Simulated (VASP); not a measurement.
Si2Ni, 3 atoms in the cell. Symmetry: Fm-3m, No. 225, cubic system. The conventional cell has a = 5.128 Å, b = 5.128 Å, c = 5.128 Å, α = 90.00°, β = 90.00°, γ = 90.00°. Within 2.9 Å of Si (site symmetry -43m) lie 4 Ni at 2.22 Å and 6 Si at 2.56 Å. Ni (site symmetry m-3m) has 8 Si at 2.22 Å within 2.9 Å. 

```yaml
Program: VASP 6.6.1
Task: single point
Functional: LDA
Potentials_or_basis: VASP PAW LDA potentials, release 64 (Si, Ni)
Cutoff: 520 eV
k_mesh: 14 × 14 × 14
Occupations: gaussian, width 0.15 eV
Spin: no spin polarisation
Dipole_correction: no
Further_INCAR_settings: ALGO = Normal; EDIFF = 1e-07; NBANDS = 16
```

Potentials or basis: VASP PAW LDA potentials, release 64 (Si, Ni).

Run with:

```console
$ cat potpaw_LDA.64/Si/POTCAR potpaw_LDA.64/Ni/POTCAR > POTCAR
$ mpirun -np 1 vasp_std > vasp.out
```

Hardware: 1 thread of AMD EPYC 7R13 (shared host).

Question: Estimate the wall time of this run.

Answer: Wall time 2.1 min on 1 thread of AMD EPYC 7R13, with other jobs on the host, peak memory 0.15 GiB. Counts: scf iterations 14, k points 104.
